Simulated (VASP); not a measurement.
Set up this calculation in VASP 6.6.1, as the native input.

| Item | Value |
| --- | --- |
| Task | single point |
| Functional | HSE06 |
| Potentials or basis | VASP PAW PBE potentials, release 64 (Sb) |
| Cutoff | 520 eV |
| k mesh | 4 × 4 × 4 |
| Occupations | fermi-dirac, width 0.05 eV |
| Spin | no spin polarisation |
| Dipole correction | no |
| Grid for exact exchange (PRECFOCK) | Normal |
| Further INCAR settings | ALGO = Normal; EDIFF = 1e-07; NBANDS = 12 |
| Share of exact exchange | 0.25 |
| Screening parameter | 0.2079 1/Å |

Crystal: Sb.

```xyz
2
Lattice="2.1251 1.2269 3.7072 -2.1251 1.2269 3.7072 0.0000 -2.4538 3.7072" Properties=species:S:1:pos:R:3 pbc="T T T"
Sb    0.0000    0.0000    8.5248
Sb    0.0000    0.0000    2.5968
```

One way to write it, as run:

POSCAR

```
Sb
1.0
    2.1250856202      1.2269187549      3.7072099901
   -2.1250856202      1.2269187549      3.7072099901
    0.0000000000     -2.4538375098      3.7072099901
Sb
2
Direct
    0.7665100000      0.7665100000      0.7665100000
    0.2334900000      0.2334900000      0.2334900000
```

INCAR.step1

```
SYSTEM = Sb
PREC = Accurate
ENCUT = 520
EDIFF = 1E-5
ISMEAR = -1
SIGMA = 0.05
LREAL = .FALSE.
LASPH = .TRUE.
NELM = 80
ALGO = Normal
ISIF = 2
LWAVE = .TRUE.
LCHARG = .FALSE.
GGA = PE
NBANDS = 12
```

INCAR.step2

```
SYSTEM = Sb
PREC = Accurate
ENCUT = 520
EDIFF = 1E-7
ISMEAR = -1
SIGMA = 0.05
LREAL = .FALSE.
LASPH = .TRUE.
NELM = 80
ALGO = Normal
ISIF = 2
LWAVE = .FALSE.
LCHARG = .FALSE.
GGA = PE
LHFCALC = .TRUE.
HFSCREEN = 0.2079
PRECFOCK = Normal
ISTART = 1
NBANDS = 12
```

KPOINTS

```
Automatic mesh
0
G
  4 4 4
  0 0 0
```

Potentials or basis: VASP PAW PBE potentials, release 64 (Sb).

Launch:

```console
$ cat potpaw_PBE.64/Sb/POTCAR > POTCAR
$ cp INCAR.step1 INCAR
$ mpirun -np 1 vasp_std > vasp.out
$ cp INCAR.step2 INCAR
$ mpirun -np 1 vasp_std > vasp.out
```

Results of the run:

| Item | Value |
| --- | --- |
| Pressure | 2.5 GPa |
| Largest force | 0.175 eV/Å |

Caveat: the k points lie up to 0.45 Å⁻¹ apart; the PAW data sets were made with another functional, which shifts forces and pressure a little.

Run time: 25 min on 1 thread of AMD EPYC 7R43 64-Core Processor (Zen 3) (shared host), peak memory 0.28 GiB.
